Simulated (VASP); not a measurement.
# AlCo (Pm-3m) in VASP: further runs

AlCo is run at these levels: LDA; tasks: single point.

Program: VASP 6.6.1. These are calculated values, not measurements. Logs are shortened: lines on timing, memory, paths and dates and some standing lists are left out, and cuts for length are marked.

## Step 1: The cell of the first run

The structure is cubic, space group Pm-3m (No. 221). Conventional cell: a = 2.794 Å, b = 2.794 Å, c = 2.794 Å, α = 90.00°, β = 90.00°, γ = 90.00°. Al (site symmetry m-3m) has 8 Co at 2.42 Å and 6 Al at 2.79 Å within 3.2 Å. Co (site symmetry m-3m) has 8 Al at 2.42 Å and 6 Co at 2.79 Å within 3.2 Å.

## Step 2: Single point, LDA

INCAR

```
PREC     = Accurate       # precision mode
ENCUT    = 520            # plane-wave cutoff, eV
EDIFF    = 1E-7           # SCF threshold, eV
ISMEAR   = -1             # smearing method
SIGMA    = 0.08           # smearing width, eV
LREAL    = False          # projectors in reciprocal space
LASPH    = True           # aspherical terms in the spheres
NELM     = 80             # most SCF steps
ALGO     = Normal         # electronic algorithm
ISIF     = 2              # what is computed and relaxed
LWAVE    = False          # write WAVECAR
LCHARG   = False          # write CHGCAR
NBANDS   = 13             # bands
```

KPOINTS

```
regular mesh
0
Gamma
  12 12 12
```

POSCAR

```
AlCo
1.0
    2.7942509364      0.0000000000      0.0000000000
    0.0000000000      2.7942509364      0.0000000000
    0.0000000000      0.0000000000      2.7942509364
Al Co
1 1
Direct
    0.0000000000      0.0000000000      0.0000000000
    0.5000000000      0.5000000000      0.5000000000
```

Potentials or basis: VASP PAW LDA potentials, release 64 (Al, Co).

Run with:

```bash
$ cat potpaw_LDA.64/Al/POTCAR potpaw_LDA.64/Co/POTCAR > POTCAR
$ mpirun -np 1 vasp_std > vasp.out
```

OUTCAR:

```text
PREC = Accurate
   ENCUT = 520
   EDIFF = 1E-7
   ISMEAR = -1
   LREAL = False
   LASPH = True
   NELM = 80
   ISIF = 2

 ion  position               nearest neighbor table
   1  0.000  0.000  0.000-   2 2.42   2 2.42   2 2.42   2 2.42   2 2.42   2 2.42   2 2.42   2 2.42

   2  0.500  0.500  0.500-   1 2.42   1 2.42   1 2.42   1 2.42   1 2.42   1 2.42   1 2.42   1 2.42

  LATTYP: Found a simple cubic cell.
 ALAT       =     2.7942509364

  Lattice vectors:

 A1 = (   2.7942509364,   0.0000000000,   0.0000000000)
 A2 = (   0.0000000000,   2.7942509364,   0.0000000000)
 A3 = (   0.0000000000,   0.0000000000,   2.7942509364)

Analysis of symmetry for initial positions (statically):
=====================================================================
 Subroutine PRICEL returns:
 Original cell was already a primitive cell.

 Routine SETGRP: Setting up the symmetry group for a
 simple cubic supercell.

 Subroutine GETGRP returns: Found 48 space group operations
 (whereof 48 operations were pure point group operations)
 out of a pool of 48 trial point group operations.

The static configuration has the point symmetry O_h .

Analysis of symmetry for dynamics (positions and initial velocities):
=====================================================================
 Subroutine PRICEL returns:
 Original cell was already a primitive cell.

 Routine SETGRP: Setting up the symmetry group for a
 simple cubic supercell.

 Subroutine GETGRP returns: Found 48 space group operations
 (whereof 48 operations were pure point group operations)
 out of a pool of 48 trial point group operations.

The dynamic configuration has the point symmetry O_h .

 Subroutine INISYM returns: Found 48 space group operations
 (whereof 48 operations are pure point group operations),
 and found     1 'primitive' translations

----------------------------------------------------------------------------------------

                                     Primitive cell

  volume of cell :      21.8171

  direct lattice vectors                    reciprocal lattice vectors
     2.794250936  0.000000000  0.000000000     0.357877665  0.000000000  0.000000000
     0.000000000  2.794250936  0.000000000     0.000000000  0.357877665  0.000000000
     0.000000000  0.000000000  2.794250936     0.000000000  0.000000000  0.357877665

  length of vectors
     2.794250936  2.794250936  2.794250936     0.357877665  0.357877665  0.357877665

  position of ions in fractional coordinates (direct lattice)
     0.000000000  0.000000000  0.000000000
     0.500000000  0.500000000  0.500000000

  ion indices of the primitive-cell ions
   primitive index   ion index
                 1           1
                 2           2

----------------------------------------------------------------------------------------

 KPOINTS: regular mesh

Automatic generation of k-mesh.
 Grid dimensions read from file:
 generate k-points for:   12   12   12

 Generating k-lattice:

  Cartesian coordinates                     Fractional coordinates (reciprocal lattice)
     0.029823139  0.000000000  0.000000000     0.083333333  0.000000000  0.000000000
     0.000000000  0.029823139  0.000000000     0.000000000  0.083333333  0.000000000
     0.000000000  0.000000000  0.029823139     0.000000000  0.000000000  0.083333333

  Length of vectors
     0.029823139  0.029823139  0.029823139

  Shift w.r.t. Gamma in fractional coordinates (k-lattice)
     0.000000000  0.000000000  0.000000000

 Subroutine IBZKPT returns following result:
 ===========================================

 Found     84 irreducible k-points:

 Following reciprocal coordinates:
            Coordinates               Weight
  0.000000  0.000000  0.000000      1.000000
  0.083333  0.000000  0.000000      6.000000
  0.166667  0.000000  0.000000      6.000000
  0.250000  0.000000  0.000000      6.000000
  0.333333  0.000000  0.000000      6.000000
  0.416667  0.000000  0.000000      6.000000
[... 16 lines left out ...]
  0.333333  0.333333  0.000000     12.000000
  0.416667  0.333333  0.000000     24.000000
 [... further k-points ...]
   k-points           NKPTS =     84   k-points in BZ     NKDIM =     84   number of bands    NBANDS=     13
   number of dos      NEDOS =    301   number of ions     NIONS =      2
   total plane-waves  NPLWV =  13824
   dimension x,y,z NGX =    24 NGY =   24 NGZ =   24
   dimension x,y,z NGXF=    48 NGYF=   48 NGZF=   48
   ions per type =               1   1
   NGX,Y,Z   is equivalent  to a cutoff of  14.28, 14.28, 14.28 a.u.
   NGXF,Y,Z  is equivalent  to a cutoff of  28.56, 28.56, 28.56 a.u.
 SYSTEM =  unknown system
   PREC   = accura    normal or accurate (medium, high low for compatibility)
   ISTART =      0    job   : 0-new  1-cont  2-samecut
   ICHARG =      2    charge: 1-file 2-atom 10-const
   ISPIN  =      1    spin polarized calculation?
   LNONCOLLINEAR =      F non collinear calculations
   LSORBIT =      F    spin-orbit coupling
   LASPH  =      T    aspherical Exc in radial PAW
   ENCUT  =  520.0 eV  38.22 Ry    6.18 a.u.   5.20  5.20  5.20*2*pi/ulx,y,z
   NELM   =     80;   NELMIN=  2; NELMDL= -5     # of ELM steps
   EDIFF  = 0.1E-06   stopping-criterion for ELM
   LREAL  =      F    real-space projection
   EDIFFG = 0.1E-05   stopping-criterion for IOM
   NSW    =      0    number of steps for IOM
   IBRION =     -1    ionic relax: 0-MD 1-quasi-New 2-CG
   NFREE  =      0    steps in history (QN), initial steepest desc. (CG)
   ISIF   =      2    stress and relaxation
   ISYM   =      2    0-nonsym 1-usesym 2-fastsym
   POTIM  = 0.5000    time-step for ionic-motion
   TEBEG  =    0.0;   TEEND  =   0.0 temperature during run
   PSTRESS=    0.0 pullay stress
   NELECT =      12.0000    total number of electrons
   NUPDOWN=      -1.0000    fix difference up-down
   EMIN   =  10.00;   EMAX   =-10.00  energy-range for DOS
   EFERMI =   0.00;   METHOD = LEGACY
   ISMEAR =    -1;   SIGMA  =   0.08  broadening in eV -4-tet -1-fermi 0-gaus
   EFERMI_NEDOS =   21; number of points for ismear=-14 and -15
   IALGO  =     38    algorithm
   IMIX   =      4    mixing-type and parameters
     AMIX     =   0.40;   BMIX     =  1.00
     AMIX_MAG =   1.60;   BMIX_MAG =  1.00
  volume/ion in A,a.u.               =      10.91        73.61
  Fermi-wavevector in a.u.,A,eV,Ry     =   1.341333  2.534751 24.479240  1.799173
  Thomas-Fermi vector in A             =   2.469575
   LORBIT       =      0    0 simple, 1 ext, 2 COOP (PROOUT), +10 PAW based schemes
   GGA     = CA    functional components
   LHFCALC =     F    Hartree Fock is set to
   AEXX    =    0.0000 exact exchange contribution
   IVDW    =     0    specifies the selected vdW correction
   LEPSILON=     F    determine dielectric tensor
   LRPA    =     F    only Hartree local field effects (RPA)
 non-spin polarized calculation
  energy-cutoff  :      520.00
  volume of cell :       21.82
 maximum number of plane-waves:       624
 NGX is ok and might be reduce to    24
   NGX = 11   NGY = 11   NGZ = 11

 number of electron      12.0000001 magnetization

 Free energy of the ion-electron system (eV)
  ---------------------------------------------------
  ext. energy  EPLUGINS =         0.00000000
  ---------------------------------------------------
  free energy    TOTEN  =       -13.71765770 eV

  energy without entropy =      -13.70038618  energy(sigma->0) =      -13.70902194

 E-fermi :  11.0851     XC(G=0): -12.8041

 val. band max:       11.0849778532   @ k =   0.4167   0.4167   0.0000
 cond. band min:      11.1117294697   @ k =   0.5000   0.4167   0.1667
 fundamental gap:      0.0267516165
 Fermi energy:        11.0850797562

 k-point     1 :       0.0000    0.0000    0.0000
  band No.  band energies     occupation
      1      -0.3015      2.00000
      2       7.8507      2.00000
      3       7.8507      2.00000
      4      10.2337      1.99995
      5      10.2337      1.99995
      6      10.2337      1.99995
      7      17.3590      0.00000
      8      17.3590      0.00000
      9      17.3590      0.00000
     10      20.1817      0.00000
     11      20.1817      0.00000
     12      27.2805      0.00000
     13      33.3455      0.00000

 k-point     2 :       0.0833    0.0000    0.0000
  band No.  band energies     occupation
      1      -0.1643      2.00000
      2       7.8416      2.00000
      3       7.8898      2.00000
      4      10.1570      1.99998
      5      10.1570      1.99998
      6      10.2420      1.99995
      7      16.1611      0.00000
      8      17.5503      0.00000
      9      17.5503      0.00000
     10      20.1553      0.00000
     11      21.2891      0.00000
     12      27.7049      0.00000
     13      31.9845      0.00000

 k-point     3 :       0.1667    0.0000    0.0000
  band No.  band energies     occupation
      1       0.2437      2.00000
      2       7.7626      2.00000
      3       7.9988      2.00000
      4       9.9598      2.00000
      5       9.9598      2.00000
      6      10.2647      1.99993
      7      14.3232      0.00000
      8      18.0930      0.00000
      9      18.0930      0.00000
     10      20.0782      0.00000
     11      22.8302      0.00000
     12      29.0317      0.00000
     13      29.9313      0.00000
[... 305 lines left out ...]
 k-point    23 :       0.3333    0.3333    0.0000
  band No.  band energies     occupation
      1       3.6856      2.00000
      2       7.2703      2.00000
      3       8.1449      2.00000
      4       9.0458      2.00000
      5       9.6021      2.00000
      6       9.6822      2.00000
      7      11.8109      0.00023
      8      14.4775      0.00000
      9      18.1306      0.00000
     10      22.2976      0.00000
     11      24.3033      0.00000
     12      27.0424      0.00000
     13      28.1290      0.00000

 k-point    24 :       0.4167    0.3333    0.0000
  band No.  band energies     occupation
      1       4.5665      2.00000
      2       6.7537      2.00000
      3       8.3858      2.00000
      4       8.9600      2.00000
      5       9.4929      2.00000
      6       9.6825      2.00000
      7      11.3279      0.09176
      8      14.7337      0.00000
      9      16.7790      0.00000
     10      23.2957      0.00000
     11      24.8670      0.00000
     12      26.0272      0.00000
     13      28.0748      0.00000

 [... further k-points ...]
[... 5 lines left out ...]
  --------------------------------------------------------------------------------------
  -------------------------------------------------------------------------------------
  Total        0.0450648      0.0450648      0.0450648      0.0000000      0.0000000     -0.0000000
  in kB        3.3094187      3.3094187      3.3094187      0.0000000      0.0000000     -0.0000000
  external PRESSURE =       3.3094187 kB  Pullay stress =       0.0000000 kB

 VOLUME and BASIS-vectors are now :
 -----------------------------------------------------------------------------
  energy-cutoff  :      520.00
  volume of cell :       21.82
      direct lattice vectors                 reciprocal lattice vectors
     2.794250936  0.000000000  0.000000000     0.357877665  0.000000000  0.000000000
     0.000000000  2.794250936  0.000000000     0.000000000  0.357877665  0.000000000
     0.000000000  0.000000000  2.794250936     0.000000000  0.000000000  0.357877665

 POSITION                                       TOTAL-FORCE (eV/Angst)
 -----------------------------------------------------------------------------------
      0.00000      0.00000      0.00000         0.000000      0.000000      0.000000
      1.39713      1.39713      1.39713         0.000000      0.000000      0.000000
 -----------------------------------------------------------------------------------
    total drift:                                0.000000     -0.000000     -0.000000

  FREE ENERGIE OF THE ION-ELECTRON SYSTEM (eV)
  ---------------------------------------------------
  free  energy   TOTEN  =       -13.7176577030 eV

  energy  without entropy=      -13.7003861784  energy(sigma->0) =      -13.70902194
```

Run time: 16 s. Hardware: 1 thread of Intel Xeon Platinum 8375C at 2.90GHz (Ice Lake), shared host; peak memory 0.14 GiB.

What came out:

- Free energy: -13.7177 eV
- Pressure: 0.3 GPa
- Band gap on the k mesh: zero (band 6 reaches 13.54 eV, above the bottom of band 7 at 10.82 eV)

Spin polarisation is off, so any magnetic state and its effect on volume and gap are missing.

## Step 3: Single point, LDA

INCAR

```
PREC     = Accurate       # precision mode
ENCUT    = 520            # plane-wave cutoff, eV
EDIFF    = 1E-6           # SCF threshold, eV
ISMEAR   = -1             # smearing method
SIGMA    = 0.08           # smearing width, eV
LREAL    = False          # projectors in reciprocal space
LASPH    = True           # aspherical terms in the spheres
NELM     = 60             # most SCF steps
ALGO     = Normal         # electronic algorithm
ISIF     = 2              # what is computed and relaxed
LWAVE    = False          # write WAVECAR
LCHARG   = True           # write CHGCAR
GGA      = CA             # functional
LELF     = True           # ELF
LVHAR    = True         
NBANDS   = 13             # bands
```

KPOINTS is that of step 2.

POSCAR is that of step 2.

Potentials or basis: VASP PAW LDA potentials, release 64 (Al, Co).

Run with:

```bash
$ cat potpaw_LDA.64/Al/POTCAR potpaw_LDA.64/Co/POTCAR > POTCAR
$ mpirun -np 1 vasp_std > vasp.out
```

Run time: 15 s. Hardware: 1 thread of Intel Xeon Platinum 8375C at 2.90GHz (Ice Lake), shared host; peak memory 0.15 GiB.

Results (log left out):

```yaml
Free_energy: -13.7177 eV
Pressure: 0.3 GPa
Band_gap_on_the_k_mesh: zero (band 6 reaches 13.54 eV, above the bottom of band 7 at 10.82 eV)
```

Levels at points of the mesh, in eV from the Fermi level:
| k point | band 4 | band 5 | band 6 | band 7 | band 8 | band 9 |
| --- | --- | --- | --- | --- | --- | --- |
| (0.00, 0.00, 0.00) | -0.85 | -0.85 | -0.85 | 6.27 | 6.27 | 6.27 |
| (0.50, 0.00, 0.00) | -1.80 | -1.80 | -0.73 | 0.21 | 8.58 | 10.95 |
| (0.50, 0.50, 0.00) | -2.71 | -1.59 | -1.59 | -0.26 | 2.62 | 3.89 |
| (0.50, 0.50, 0.50) | -0.22 | -0.22 | 2.46 | 2.46 | 2.46 | 4.61 |

## Step 4: Single point, LDA

INCAR

```
PREC     = Accurate       # precision mode
ENCUT    = 520            # plane-wave cutoff, eV
EDIFF    = 1E-6           # SCF threshold, eV
ISMEAR   = 1              # smearing method
SIGMA    = 0.1            # smearing width, eV
LREAL    = F              # projectors in reciprocal space
LASPH    = T              # aspherical terms in the spheres
NELM     = 100            # most SCF steps
ALGO     = Normal         # electronic algorithm
ISIF     = 2              # what is computed and relaxed
LWAVE    = F              # write WAVECAR
LCHARG   = F              # write CHGCAR
NBANDS   = 13             # bands
```

KPOINTS

```
Automatic mesh
0
Gamma
  12 12 12
```

POSCAR is that of step 3.

Run with:

```bash
$ cat potpaw_LDA.64/Al/POTCAR potpaw_LDA.64/Co/POTCAR > POTCAR
$ mpirun -np 1 vasp_std > vasp.out
```

It took 13 s on 1 thread of Intel Xeon Platinum 8375C at 2.90GHz (Ice Lake), shared host; peak memory 0.15 GiB.

Results (log left out):

```
Free energy            : -13.7090 eV
Pressure               : 0.2 GPa
Band gap on the k mesh : zero (band 6 reaches 13.54 eV, above the bottom of band 7 at 10.82 eV)
```

Levels at points of the mesh, in eV from the Fermi level:
```tsv
k point	band 3	band 4	band 5	band 6	band 7	band 8	band 9	band 10
(0.00, 0.00, 0.00)	-3.28	-0.90	-0.90	-0.90	6.22	6.22	6.22	9.05
(0.50, 0.00, 0.00)	-2.65	-1.85	-1.85	-0.78	0.16	8.53	10.90	10.90
(0.50, 0.50, 0.00)	-2.76	-2.76	-1.64	-1.64	-0.31	2.57	3.84	13.28
(0.50, 0.50, 0.50)	-4.21	-0.27	-0.27	2.41	2.41	2.41	4.56	5.71
```

Spin polarisation is off, so any magnetic state and its effect on volume and gap are missing.
